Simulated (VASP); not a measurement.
# Al32Cu (a cell with a defect) in VASP: further runs

Runs on Al32Cu (a cell with a defect). Level: PBE. Tasks: single point.

Program: VASP 6.6.1. These are calculated values, not measurements. Logs are shortened: lines on timing, memory, paths and dates and some standing lists are left out, and cuts for length are marked.

### 1 The cell of the first run

The cell holds a defect, 33 atoms: a = 8.100 Å, b = 8.100 Å, c = 8.100 Å, α = 90.00°, β = 90.00°, γ = 90.00°.

### 2 Single point, PBE

File INCAR:

```
ALGO     = Normal         # electronic algorithm
EDIFF    = 1E-7           # SCF threshold, eV
ENCUT    = 520            # plane-wave cutoff, eV
GGA      = PE             # functional
ISIF     = 2              # what is computed and relaxed
ISMEAR   = -1             # smearing method
LASPH    = True           # aspherical terms in the spheres
LCHARG   = True           # write CHGCAR
LELF     = True           # ELF
LREAL    = Auto         
LVHAR    = True         
LWAVE    = False          # write WAVECAR
NBANDS   = 76             # bands
NELM     = 60             # most SCF steps
PREC     = Accurate       # precision mode
SIGMA    = 0.15           # smearing width, eV
```

File KPOINTS:

```
k-points
0
Gamma
  2 2 2
```

File POSCAR:

```
Al32Cu
1.0
    8.1000000000      0.0000000000      0.0000000000
    0.0000000000      8.1000000000      0.0000000000
    0.0000000000      0.0000000000      8.1000000000
Al Cu
32 1
Direct
    0.5221604938     -0.0105679012     -0.0115925926
    0.7579259259      0.2421975309      0.0009753086
    0.7328024691      0.0145555556      0.2612716049
    0.0043209877      0.0333456790     -0.0239012346
    0.2582716049      0.2397037037      0.0270493827
    0.5078271605      0.5074444444     -0.0040864198
    0.7075555556      0.7539012346      0.0149506173
    0.2597283951     -0.0099506173      0.2764814815
    0.5116790123      0.2581358025      0.2720246914
    0.7637037037      0.4850000000      0.2418148148
    0.4922716049      0.0169382716      0.4920370370
    0.7431728395      0.2508888889      0.5202222222
    0.7593456790      0.0114691358      0.7305432099
   -0.0023827160      0.4448888889     -0.0205061728
    0.3006543210      0.7799753086      0.0248024691
    0.0098148148      0.2271358025      0.2268024691
    0.2405432099      0.5165185185      0.2478024691
    0.5371851852      0.7524074074      0.2620987654
    0.0052716049      0.0170000000      0.5219629630
    0.2501975309      0.2490000000      0.5009506173
    0.5067901235      0.5016296296      0.4848271605
    0.7435802469      0.7413333333      0.5159382716
    0.2580370370     -0.0055679012      0.7473827160
    0.5004320988      0.2593333333      0.7579135802
    0.7658395062      0.5067901235      0.7264691358
    0.0010246914      0.7763086420      0.2937654321
   -0.0337283951      0.4904320988      0.4821604938
    0.2579753086      0.7178765432      0.4872222222
    0.0213209877      0.2469382716      0.7591851852
    0.2320493827      0.5103456790      0.7568765432
    0.4804074074      0.7175185185      0.7461481481
    0.0157777778      0.7451851852      0.7087407407
   -0.0116666667      0.7555308642     -0.0026419753
```

Potentials or basis: VASP PAW PBE potentials, release 64 (Al, Cu).

Run with:

```sh
cat potpaw_PBE.64/Al/POTCAR potpaw_PBE.64/Cu/POTCAR > POTCAR
mpirun -np 1 vasp_std > vasp.out
```

OUTCAR:

```text
EDIFF = 1E-7
   ENCUT = 520
   GGA = PE
   ISIF = 2
   ISMEAR = -1
   LASPH = True
   LREAL = Auto
   NELM = 60
   PREC = Accurate

 ion  position               nearest neighbor table
   1  0.522  0.989  0.988-   7 2.44  15 2.49   3 2.80   2 2.80  13 2.84  24 2.88  23 2.90  18 2.94
                             5 2.96  31 2.97   8 3.16   9 3.17
   2  0.758  0.242  0.001-  14 2.55   4 2.62  16 2.74  10 2.77   1 2.80   3 2.81  24 2.87  13 2.88
                            29 2.90   6 2.95   9 2.97  25 3.09
   3  0.733  0.015  0.261-  18 2.65   9 2.67  11 2.70   1 2.80   2 2.81  12 2.84  16 2.84   7 2.91
                            26 2.92  22 3.03  19 3.05   4 3.19
   4  0.004  0.033  0.976-  33 2.26  29 2.47  16 2.57   2 2.62   5 2.68  23 2.78  13 2.82  15 3.18
                            32 3.19   3 3.19   8 3.21  26 3.31   7 3.32  14 3.33
   5  0.258  0.240  0.027-  16 2.58   4 2.68  14 2.71   8 2.86   9 2.86  17 2.87  29 2.90  24 2.94
                             1 2.96   6 2.98  23 3.01  30 3.10
   6  0.508  0.507  0.996-   7 2.57  31 2.65  15 2.78  24 2.79  10 2.88  18 2.94   2 2.95  30 2.96
                             5 2.98  17 2.98   9 3.01  25 3.02
   7  0.708  0.754  0.015-  33 2.28  18 2.43   1 2.44   6 2.57  31 2.87  10 2.89   3 2.91  25 3.11
                            13 3.14  26 3.28  15 3.30   4 3.32
   8  0.260  0.990  0.276-  11 2.58  15 2.68  26 2.72  20 2.78  28 2.79  16 2.82   5 2.86  19 2.87
                            18 2.96   9 2.98   1 3.16   4 3.21
   9  0.512  0.258  0.272-  21 2.62  11 2.65   3 2.67  12 2.75  10 2.76  20 2.82   5 2.86   2 2.97
                             8 2.98   6 3.01  17 3.04   1 3.17
  10  0.764  0.485  0.242-  27 2.55   9 2.76   2 2.77  18 2.84  14 2.87  21 2.87   6 2.88   7 2.89
                            16 2.89  12 2.95  22 3.04  26 3.07
  11  0.492  0.017  0.492-   8 2.58   9 2.65   3 2.70  20 2.72  12 2.79  23 2.81  18 2.86  13 2.90
                            24 2.92  22 3.03  28 3.08  31 3.18
  12  0.743  0.251  0.520-  13 2.58  25 2.67  27 2.67   9 2.75  24 2.75  11 2.79  21 2.81   3 2.84
                            19 2.85  10 2.95  29 2.97  16 3.22
  13  0.759  0.011  0.731-  12 2.58  19 2.61  22 2.80   4 2.82   1 2.84  29 2.86   2 2.88  11 2.90
[... 24 lines left out ...]
                            29 2.96   6 3.02   2 3.09   7 3.11
  26  0.001  0.776  0.294-  33 2.41  28 2.65  19 2.69   8 2.72  22 2.77  27 2.79  17 2.89   3 2.92
                            10 3.07  15 3.26   7 3.28   4 3.31
  27  0.966  0.490  0.482-  10 2.55  25 2.56  12 2.67  22 2.73  26 2.79  32 2.79  17 2.93  16 2.99
                            28 3.00  29 3.02  20 3.02  30 3.10
  28  0.258  0.718  0.487-  17 2.54  26 2.65  32 2.67  21 2.67  30 2.76  31 2.76   8 2.79  18 2.92
                            27 3.00  23 3.08  11 3.08  19 3.18
  29  0.021  0.247  0.759-  14 2.41   4 2.47  19 2.68  30 2.73  20 2.80  23 2.81  13 2.86   2 2.90
                             5 2.90  25 2.96  12 2.97  27 3.02
  30  0.232  0.510  0.757-  32 2.62  31 2.62  14 2.67  29 2.73  28 2.76   6 2.96  20 2.97  24 2.98
                            27 3.10   5 3.10  15 3.13  21 3.13
  31  0.480  0.718  0.746-  30 2.62   6 2.65  15 2.73  21 2.75  28 2.76  22 2.84   7 2.87  23 2.88
                            25 2.88   1 2.97  11 3.18  13 3.28
  32  0.016  0.745  0.709-  33 2.35  30 2.62  28 2.67  19 2.67  22 2.70  27 2.79  25 2.80  23 2.83
                            13 3.00   4 3.19  14 3.28
[... 203 lines left out ...]
  volume/ion in A,a.u.               =      16.10       108.68
  Fermi-wavevector in a.u.,A,eV,Ry     =   0.959513  1.813218 12.526422  0.920666
  Thomas-Fermi vector in A             =   2.088716
   LORBIT       =      0    0 simple, 1 ext, 2 COOP (PROOUT), +10 PAW based schemes
   GGA     = PE    functional components
   LHFCALC =     F    Hartree Fock is set to
   AEXX    =    0.0000 exact exchange contribution
   IVDW    =     0    specifies the selected vdW correction
   LEPSILON=     F    determine dielectric tensor
   LRPA    =     F    only Hartree local field effects (RPA)
 non-spin polarized calculation
  energy-cutoff  :      520.00
  volume of cell :      531.44
 maximum number of plane-waves:     14400
   NGX = 31   NGY = 31   NGZ = 31

 number of electron     107.0000000 magnetization

 Free energy of the ion-electron system (eV)
  ---------------------------------------------------
  ext. energy  EPLUGINS =         0.00000000
  ---------------------------------------------------
  free energy    TOTEN  =      -120.07968950 eV

  energy without entropy =     -119.21594724  energy(sigma->0) =     -119.64781837

 E-fermi :   7.8878     XC(G=0): -10.2844

 val. band max:        7.8313425237   @ k =   0.0000   0.5000   0.0000
 cond. band min:       7.9213004853   @ k =   0.5000   0.0000   0.5000
 fundamental gap:      0.0899579615
 Fermi energy:         7.8877508955

 k-point     1 :       0.0000    0.0000    0.0000
  band No.  band energies     occupation
      1      -3.1406      2.00000
      2      -1.3321      2.00000
      3      -1.0931      2.00000
      4      -0.9242      2.00000
      5      -0.8850      2.00000
      6      -0.6844      2.00000
[... 533 lines left out ...]
     64      10.9851      0.00000
     65      11.0312      0.00000
 [bands above 65 left out]

------------------------ aborting loop because EDIFF is reached ----------------------------------------

  FORCE on cell =-STRESS in cart. coord.  units (eV):
  Direction    XX          YY          ZZ          XY          YZ          ZX
  --------------------------------------------------------------------------------------
  -------------------------------------------------------------------------------------
  Total       17.5144216     20.0033850     19.3576446      1.4807900      0.5380357     -1.7865530
  in kB       52.8021160     60.3057911     58.3590265      4.4642552      1.6220588     -5.3860631
  external PRESSURE =      57.1556445 kB  Pullay stress =       0.0000000 kB

 VOLUME and BASIS-vectors are now :
 -----------------------------------------------------------------------------
  energy-cutoff  :      520.00
  volume of cell :      531.44
      direct lattice vectors                 reciprocal lattice vectors
     8.100000000  0.000000000  0.000000000     0.123456790  0.000000000  0.000000000
     0.000000000  8.100000000  0.000000000     0.000000000  0.123456790  0.000000000
     0.000000000  0.000000000  8.100000000     0.000000000  0.000000000  0.123456790

 POSITION                                       TOTAL-FORCE (eV/Angst)
 -----------------------------------------------------------------------------------
      4.22950      8.01440      8.00610        -0.399506      1.993145     -0.254513
      6.13920      1.96180      0.00790        -1.245834      0.008310     -0.150710
      5.93570      0.11790      2.11630         0.926390      0.020370      0.034990
      0.03500      0.27010      7.90640         0.071837     -0.720308      0.461566
      2.09200      1.94160      0.21910         1.153121      0.093945     -0.434151
      4.11340      4.11030      8.06690        -0.403166     -1.059369      0.302893
[... 25 lines left out ...]
      0.12780      6.03600      5.74080        -0.356528      0.362677     -0.023384
      8.00550      6.11980      8.07860         1.044489     -1.369130      0.325711
 -----------------------------------------------------------------------------------
    total drift:                                0.005529     -0.018010      0.021822

  FREE ENERGIE OF THE ION-ELECTRON SYSTEM (eV)
  ---------------------------------------------------
  free  energy   TOTEN  =      -120.0796894989 eV

  energy  without entropy=     -119.2159472419  energy(sigma->0) =     -119.64781837
```

stdout:

```text
POSCAR found type information on POSCAR AlCu
 POSCAR found :  2 types and      33 ions
 scaLAPACK will be used
 LDA part: xc-table for (Slater+PW92), standard interpolation
 POSCAR, INCAR and KPOINTS ok, starting setup
 FFT: planning ... GRIDC
 FFT: planning ... GRID_SOFT
 FFT: planning ... GRID
 WAVECAR not read
 entering main loop
```

Run time: 6.5 min. Hardware: 1 thread of AMD EPYC 9R45 (Zen 5), shared host; peak memory 0.55 GiB.

What came out:

* Free energy: -120.0797 eV
* Pressure: 5.7 GPa
* Largest force: 2.222 eV/Å
* Band gap on the k mesh: zero (an odd number of electrons rules out a gap without spin polarisation)

Forces on the atoms (eV/Å):
```
Al  -0.400  1.993 -0.255
Al  -1.246  0.008 -0.151
Al   0.926  0.020  0.035
Al   0.072 -0.720  0.462
Al   1.153  0.094 -0.434
Al  -0.403 -1.059  0.303
Al   1.192 -0.545 -1.152
Al  -0.098  0.420 -0.392
Al  -0.511  0.094 -1.092
Al  -0.350  0.207 -0.378
Al   0.406 -0.772  1.084
Al   0.234 -0.038 -0.644
Al  -0.679 -0.628  0.737
Al   0.080  1.914  1.125
Al  -1.233 -0.851 -0.225
Al  -0.316  0.385  1.675
Al   0.089 -0.814 -0.603
Al  -1.388 -0.238  0.926
Al  -0.003  0.068 -0.917
Al  -0.140  0.607  0.047
Al  -0.118 -0.204  0.407
Al  -0.138  0.950 -0.410
Al   0.445  0.061  0.016
Al  -0.152 -0.093  0.054
Al  -0.733 -0.439  1.406
Al  -0.450 -0.193 -0.322
Al   1.567 -0.286  0.012
Al   0.316  0.872  0.632
Al  -0.100  0.037 -1.878
Al   0.577 -0.779 -0.124
Al   0.713  0.933 -0.248
Al  -0.357  0.363 -0.023
Cu   1.044 -1.369  0.326
```

Stress tensor (GPa, compression positive):
```
 5.28  0.45 -0.54
 0.45  6.03  0.16
-0.54  0.16  5.84
```

Levels at points of the mesh, in eV from the Fermi level:
```
           k point  band 51  band 52  band 53  band 54  band 55  band 56
(0.00, 0.00, 0.00)    -0.08     0.09     0.25     0.35     0.51     0.56
(0.50, 0.00, 0.00)    -0.29    -0.27    -0.17    -0.14    -0.07     0.16
(0.00, 0.50, 0.00)    -0.35    -0.26    -0.22    -0.12    -0.06     0.13
(0.00, 0.00, 0.50)    -0.42    -0.28    -0.27    -0.19    -0.09     0.11
(0.50, 0.50, 0.00)    -0.35    -0.30     0.05     0.56     0.63     0.83
(0.00, 0.50, 0.50)    -0.34    -0.29     0.10     0.63     0.68     0.81
(0.50, 0.00, 0.50)    -0.37    -0.25     0.03     0.63     0.73     0.79
(0.50, 0.50, 0.50)    -0.61    -0.58    -0.48    -0.45    -0.42    -0.35
```

Caveat: the k points lie up to 0.39 Å⁻¹ apart, too coarse for converged energies and pressures of a metal.

### 3 Single point, PBE

File INCAR:

```
ALGO = Normal
EDIFF = 1E-7
ENCUT = 520
GGA = PE
ISIF = 2
ISMEAR = -1
LASPH = T
LCHARG = F
LREAL = Auto
LWAVE = F
NBANDS = 76
NELM = 60
PREC = Accurate
SIGMA = 0.15
```

KPOINTS is that of step 2.

File POSCAR:

```
Al32Cu
1.0
    8.1000000000      0.0000000000      0.0000000000
    0.0000000000      8.1000000000      0.0000000000
    0.0000000000      0.0000000000      8.1000000000
Al Cu
32 1
Direct
    0.5201975309      0.0382839506     -0.0212592593
    0.7433333333      0.2553950617      0.0545308642
    0.7413580247      0.0353703704      0.2875061728
   -0.0135925926      0.0285555556     -0.0194320988
    0.2564814815      0.2459012346      0.0097654321
    0.5183827160      0.5054320988     -0.0110370370
    0.6998518519      0.7823086420      0.0381728395
    0.2974074074     -0.0017160494      0.2818641975
    0.4698765432      0.2629135802      0.2579012346
    0.7468888889      0.4891111111      0.2484938272
    0.4873580247      0.0133580247      0.4921728395
    0.7380987654      0.2688024691      0.5094074074
    0.7483703704      0.0261604938      0.7564197531
    0.0063827160      0.4622716049      0.0006543210
    0.2695308642      0.7888765432      0.0455555556
    0.0315308642      0.2322098765      0.2244444444
    0.2301975309      0.5373827160      0.2599629630
    0.5046419753      0.7594444444      0.2831111111
   -0.0084814815      0.0492839506      0.5307530864
    0.2720740741      0.2711358025      0.5176666667
    0.5044567901      0.4853333333      0.4636296296
    0.7159629630      0.7470370370      0.5249506173
    0.2890864198      0.0126296296      0.7380493827
    0.4972839506      0.2551604938      0.7457777778
    0.7455432099      0.5016913580      0.7415802469
   -0.0322345679      0.7645185185      0.3283827160
   -0.0451604938      0.4739629630      0.5016790123
    0.2609382716      0.7307160494      0.5232469136
   -0.0060246914      0.2622469136      0.7490000000
    0.1996913580      0.5071481481      0.7684814815
    0.4979259259      0.7568024691      0.7616419753
   -0.0166790123      0.7672962963      0.6944444444
   -0.0234567901      0.7408518519     -0.0111851852
```

Potentials or basis: VASP PAW PBE potentials, release 64 (Al, Cu).

Run with:

```sh
cat potpaw_PBE.64/Al/POTCAR potpaw_PBE.64/Cu/POTCAR > POTCAR
mpirun -np 1 vasp_std > vasp.out
```

Run time: 6.5 min. Hardware: 1 thread of AMD EPYC 9R45 (Zen 5), shared host; peak memory 0.55 GiB.

It converged, with:

| Quantity | Value |
| --- | --- |
| Free energy | -118.5722 eV |
| Pressure | 7.3 GPa |
| Largest force | 3.100 eV/Å |
| Band gap on the k mesh | zero (an odd number of electrons rules out a gap without spin polarisation) |

Forces on the atoms (eV/Å):
```
Al  -0.845 -0.468  1.013
Al   0.210 -0.191 -1.608
Al   0.303 -0.884 -0.302
Al   0.482 -0.031  0.097
Al   0.593  0.043 -0.781
Al  -0.855 -0.203  0.173
Al   0.239 -0.191 -0.278
Al  -2.753  0.480 -1.342
Al   0.679 -0.091 -0.947
Al   0.195  1.143  0.177
Al   2.083 -0.015  1.906
Al  -0.747 -1.316  0.081
Al  -0.265 -0.366 -0.516
Al  -0.945 -0.370  0.846
Al   0.170 -0.214 -1.065
Al  -0.371  0.109  1.909
Al  -0.031 -0.804 -0.075
Al  -0.013 -0.538 -0.306
Al   0.621 -0.629 -1.430
Al  -1.541  0.013 -0.203
Al  -0.342  1.186  1.592
Al  -0.213  0.417 -0.201
Al  -1.574 -0.303  0.611
Al   0.527  1.197  0.139
Al  -0.428  0.104  1.043
Al   0.545  0.257 -0.872
Al   2.029  0.976 -0.642
Al  -0.028  0.333 -0.026
Al  -0.052 -0.076  0.494
Al   1.613  0.574 -0.646
Al  -0.252 -0.198  0.390
Al   0.301  0.013  0.356
Cu   0.664  0.042  0.415
```

Stress tensor (GPa, compression positive):
```
 7.00  0.62 -0.41
 0.62  7.15  0.55
-0.41  0.55  7.88
```

Levels at points of the mesh, in eV from the Fermi level:
```
           k point  band 51  band 52  band 53  band 54  band 55  band 56
(0.00, 0.00, 0.00)    -0.10    -0.05     0.05     0.18     0.38     0.64
(0.50, 0.00, 0.00)    -0.47    -0.27    -0.21    -0.16     0.04     0.15
(0.00, 0.50, 0.00)    -0.41    -0.38    -0.16    -0.04     0.05     0.11
(0.00, 0.00, 0.50)    -0.37    -0.26    -0.18    -0.08     0.02     0.11
(0.50, 0.50, 0.00)    -0.53    -0.42     0.08     0.59     0.62     0.66
(0.00, 0.50, 0.50)    -0.52    -0.46     0.16     0.54     0.58     0.68
(0.50, 0.00, 0.50)    -0.47    -0.30     0.06     0.63     0.66     0.68
(0.50, 0.50, 0.50)    -0.61    -0.57    -0.51    -0.40    -0.40    -0.24
```

Caveat: the k points lie up to 0.39 Å⁻¹ apart, too coarse for converged energies and pressures of a metal.

The gap in the log of VASP goes by the Fermi energy; the results here count the filled bands.